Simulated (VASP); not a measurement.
# TePbS4 (Amm2) in VASP: a series of runs, part 2 of 2

VASP 6.6.1. Earlier steps stand in the parts before.

## Step 3: Single point, PBE

This run uses another cell than the first one, of 26.82 Å³/atom, 1.029 times its volume.

File INCAR:

```
  PREC = Accurate
  ENCUT = 500
  EDIFF = 1E-6
  ISMEAR = 0
  SIGMA = 0.1
  LREAL = False
  LASPH = True
  NELM = 120
  ALGO = Normal
  ISIF = 2
  LWAVE = False
  LCHARG = False
  GGA = PE
  NBANDS = 31
  GGA_COMPAT = False
```

File KPOINTS:

```
regular mesh
0
Gamma
  2 4 4
```

File POSCAR:

```
TePbS4
1.0
    7.7478445024      0.0000000000      0.0000000000
    0.0000000000      4.3220690835      2.4024631909
    0.0000000000     -4.3220690835      2.4024631909
Te Pb S
1 1 4
Direct
    0.5000000000      0.1731781380      0.1731781380
    0.0000000000      0.4138160525      0.4138160525
    0.7512643589      0.9578802470      0.3844348627
    0.2487356411      0.3844348627      0.9578802470
    0.7512643589      0.3844348627      0.9578802470
    0.2487356411      0.9578802470      0.3844348627
```

Potentials or basis: VASP PAW PBE potentials, release 64 (Te, Pb_d, S).

Started as:

```sh
$ cat potpaw_PBE.64/Te/POTCAR potpaw_PBE.64/Pb_d/POTCAR potpaw_PBE.64/S/POTCAR > POTCAR
$ mpirun -np 1 vasp_std > vasp.out
```

OUTCAR:

```text
PREC = Accurate
   ENCUT = 500
   EDIFF = 1E-6
   ISMEAR = 0
   LREAL = False
   LASPH = True
   NELM = 120
   ISIF = 2
   GGA = PE

 ion  position               nearest neighbor table
   1  0.500  0.173  0.173-   3 2.68   4 2.68   5 2.68   6 2.68
   2  0.000  0.414  0.414-   3 2.91   4 2.91   5 2.91   6 2.91   3 3.37   6 3.37   4 3.37   5 3.37

   3  0.751  0.958  0.384-   5 2.48   5 2.48   1 2.68   2 2.91   2 3.37
   4  0.249  0.384  0.958-   6 2.48   6 2.48   1 2.68   2 2.91   2 3.37
   5  0.751  0.384  0.958-   3 2.48   3 2.48   1 2.68   2 2.91   2 3.37
   6  0.249  0.958  0.384-   4 2.48   4 2.48   1 2.68   2 2.91   2 3.37

  LATTYP: Found a base centered orthorhombic cell.
 ALAT       =     4.8049263818
 B/A-ratio  =     1.7990157351
 C/A-ratio  =     1.6124793362

  Lattice vectors:

 A1 = (   0.0000000000,   4.3220690835,   2.4024631909)
 A2 = (   0.0000000000,  -4.3220690835,   2.4024631909)
 A3 = (   7.7478445024,   0.0000000000,   0.0000000000)

Analysis of symmetry for initial positions (statically):
=====================================================================
 Subroutine PRICEL returns:
 Original cell was already a primitive cell.

 Routine SETGRP: Setting up the symmetry group for a
 base centered orthorhombic supercell.

 Subroutine GETGRP returns: Found  4 space group operations
 (whereof  4 operations were pure point group operations)
 out of a pool of  8 trial point group operations.

The static configuration has the point symmetry C_2v.

Analysis of symmetry for dynamics (positions and initial velocities):
=====================================================================
 Subroutine PRICEL returns:
 Original cell was already a primitive cell.

 Routine SETGRP: Setting up the symmetry group for a
 base centered orthorhombic supercell.

 Subroutine GETGRP returns: Found  4 space group operations
 (whereof  4 operations were pure point group operations)
 out of a pool of  8 trial point group operations.

The dynamic configuration has the point symmetry C_2v.

 Subroutine INISYM returns: Found  4 space group operations
 (whereof  4 operations are pure point group operations),
 and found     1 'primitive' translations

----------------------------------------------------------------------------------------

                                     Primitive cell

  volume of cell :     160.9012

  direct lattice vectors                    reciprocal lattice vectors
     7.747844502  0.000000000  0.000000000     0.129068156  0.000000000  0.000000000
     0.000000000  4.322069083  2.402463191     0.000000000  0.115685333  0.208119734
     0.000000000 -4.322069083  2.402463191     0.000000000 -0.115685333  0.208119734

  length of vectors
     7.747844502  4.944907537  4.944907537     0.129068156  0.238111150  0.238111150

  position of ions in fractional coordinates (direct lattice)
     0.500000000  0.173178138  0.173178138
     0.000000000  0.413816053  0.413816053
     0.751264359  0.957880247  0.384434863
     0.248735641  0.384434863  0.957880247
     0.751264359  0.384434863  0.957880247
     0.248735641  0.957880247  0.384434863

[... 40 lines left out ...]
  0.500000  0.250000  0.000000      4.000000
  0.000000  0.500000  0.000000      2.000000
  0.500000  0.500000  0.000000      2.000000
  0.000000  0.250000  0.250000      2.000000
  0.500000  0.250000  0.250000      2.000000
  0.000000  0.500000  0.250000      4.000000
  0.500000  0.500000  0.250000      4.000000
  0.000000 -0.250000  0.250000      2.000000
  0.500000 -0.250000  0.250000      2.000000
  0.000000  0.500000  0.500000      1.000000
  0.500000  0.500000  0.500000      1.000000
   k-points           NKPTS =     14   k-points in BZ     NKDIM =     14   number of bands    NBANDS=     31
   number of dos      NEDOS =    301   number of ions     NIONS =      6
   total plane-waves  NPLWV =  77760
   dimension x,y,z NGX =    60 NGY =   36 NGZ =   36
   dimension x,y,z NGXF=   120 NGYF=   72 NGZF=   72
   ions per type =               1   1   4
   NGX,Y,Z   is equivalent  to a cutoff of  12.87, 12.10, 12.10 a.u.
   NGXF,Y,Z  is equivalent  to a cutoff of  25.75, 24.21, 24.21 a.u.
 SYSTEM =  unknown system
   PREC   = accura    normal or accurate (medium, high low for compatibility)
   ISTART =      0    job   : 0-new  1-cont  2-samecut
   ICHARG =      2    charge: 1-file 2-atom 10-const
   ISPIN  =      1    spin polarized calculation?
   LNONCOLLINEAR =      F non collinear calculations
   LSORBIT =      F    spin-orbit coupling
   LASPH  =      T    aspherical Exc in radial PAW
   ENCUT  =  500.0 eV  36.75 Ry    6.06 a.u.  14.13  9.02  9.02*2*pi/ulx,y,z
   NELM   =    120;   NELMIN=  2; NELMDL= -5     # of ELM steps
   EDIFF  = 0.1E-05   stopping-criterion for ELM
   LREAL  =      F    real-space projection
   EDIFFG = 0.1E-04   stopping-criterion for IOM
   NSW    =      0    number of steps for IOM
   IBRION =     -1    ionic relax: 0-MD 1-quasi-New 2-CG
   NFREE  =      0    steps in history (QN), initial steepest desc. (CG)
   ISIF   =      2    stress and relaxation
   ISYM   =      2    0-nonsym 1-usesym 2-fastsym
   POTIM  = 0.5000    time-step for ionic-motion
   TEBEG  =    0.0;   TEEND  =   0.0 temperature during run
   PSTRESS=    0.0 pullay stress
   NELECT =      44.0000    total number of electrons
   NUPDOWN=      -1.0000    fix difference up-down
   EMIN   =  10.00;   EMAX   =-10.00  energy-range for DOS
   EFERMI =   0.00;   METHOD = LEGACY
   ISMEAR =     0;   SIGMA  =   0.10  broadening in eV -4-tet -1-fermi 0-gaus
   EFERMI_NEDOS =   21; number of points for ismear=-14 and -15
   IALGO  =     38    algorithm
   IMIX   =      4    mixing-type and parameters
     AMIX     =   0.40;   BMIX     =  1.00
     AMIX_MAG =   1.60;   BMIX_MAG =  1.00
  volume/ion in A,a.u.               =      26.82       180.97
  Fermi-wavevector in a.u.,A,eV,Ry     =   1.062607  2.008036 15.362791  1.129133
  Thomas-Fermi vector in A             =   2.198063
   LORBIT       =      0    0 simple, 1 ext, 2 COOP (PROOUT), +10 PAW based schemes
   GGA     = PE    functional components
   LHFCALC =     F    Hartree Fock is set to
   AEXX    =    0.0000 exact exchange contribution
   IVDW    =     0    specifies the selected vdW correction
   LEPSILON=     F    determine dielectric tensor
   LRPA    =     F    only Hartree local field effects (RPA)
 non-spin polarized calculation
 Gauss-broadening in eV      SIGMA  =   0.10
  energy-cutoff  :      500.00
  volume of cell :      160.90
 maximum number of plane-waves:      4112
 NGX is ok and might be reduce to    60
   NGX = 29   NGY = 19   NGZ = 19

 number of electron      44.0000001 magnetization

 Free energy of the ion-electron system (eV)
  ---------------------------------------------------
  ext. energy  EPLUGINS =         0.00000000
  ---------------------------------------------------
  free energy    TOTEN  =       -22.53561809 eV

  energy without entropy =      -22.51832332  energy(sigma->0) =      -22.52697070

 E-fermi :   4.3316     XC(G=0):  -8.9729

 val. band max:        4.2840334749   @ k =   0.5000   0.5000   0.5000
 cond. band min:       4.3345511282   @ k =   0.0000   0.5000   0.0000
 fundamental gap:      0.0505176532
 Fermi energy:         4.3315834229

 k-point     1 :       0.0000    0.0000    0.0000
  band No.  band energies     occupation
      1     -12.6254      2.00000
      2     -12.6075      2.00000
      3     -12.6052      2.00000
      4     -12.6039      2.00000
      5     -12.5705      2.00000
      6     -10.4042      2.00000
[... 465 lines left out ...]
     30       9.7324      0.00000
     31      10.2908      0.00000

------------------------ aborting loop because EDIFF is reached ----------------------------------------

  FORCE on cell =-STRESS in cart. coord.  units (eV):
  Direction    XX          YY          ZZ          XY          YZ          ZX
  --------------------------------------------------------------------------------------
  -------------------------------------------------------------------------------------
  Total       -0.1991977     -0.1184271     -0.0290555      0.0000000      0.0000000      0.0000000
  in kB       -1.9835149     -1.1792406     -0.2893207      0.0000000      0.0000000      0.0000000
  external PRESSURE =      -1.1506921 kB  Pullay stress =       0.0000000 kB

 VOLUME and BASIS-vectors are now :
 -----------------------------------------------------------------------------
  energy-cutoff  :      500.00
  volume of cell :      160.90
      direct lattice vectors                 reciprocal lattice vectors
     7.747844502  0.000000000  0.000000000     0.129068156  0.000000000  0.000000000
     0.000000000  4.322069083  2.402463191     0.000000000  0.115685333  0.208119734
     0.000000000 -4.322069083  2.402463191     0.000000000 -0.115685333  0.208119734

 POSITION                                       TOTAL-FORCE (eV/Angst)
 -----------------------------------------------------------------------------------
      3.87392      0.00000      0.83211         0.000000      0.000000     -0.007258
      0.00000      0.00000      1.98836         0.000000      0.000000     -0.016033
      5.82068      2.47847      3.22486        -0.008046      0.006725      0.005823
      1.92717     -2.47847      3.22486         0.008046     -0.006725      0.005823
      5.82068     -2.47847      3.22486        -0.008046     -0.006725      0.005823
      1.92717      2.47847      3.22486         0.008046      0.006725      0.005823
 -----------------------------------------------------------------------------------
    total drift:                               -0.000000      0.000000     -0.001732

  FREE ENERGIE OF THE ION-ELECTRON SYSTEM (eV)
  ---------------------------------------------------
  free  energy   TOTEN  =       -22.5356180937 eV

  energy  without entropy=      -22.5183233151  energy(sigma->0) =      -22.52697070
```

Wall time 43 s (1 thread of Intel Xeon Platinum 8488C (Sapphire Rapids), shared host); peak memory 0.29 GiB.

Results:

| Property | Result |
| --- | --- |
| Free energy | -22.5356 eV |
| Pressure | -0.1 GPa |
| Largest force | 0.016 eV/Å |
| Band gap on the k mesh | zero (band 22 reaches 4.43 eV, above the bottom of band 23 at 4.27 eV) |

Forces in eV/Å, atoms in the order of the input:
```
Te   0.000  0.000 -0.007
Pb   0.000  0.000 -0.016
S   -0.008  0.007  0.006
S    0.008 -0.007  0.006
S   -0.008 -0.007  0.006
S    0.008  0.007  0.006
```

Stress tensor (GPa, compression positive):
```
-0.20  0.00  0.00
 0.00 -0.12  0.00
 0.00  0.00 -0.03
```

Caveat: the k points lie up to 0.41 Å⁻¹ apart; spin-orbit coupling is left out, which moves the levels of the heavy elements.
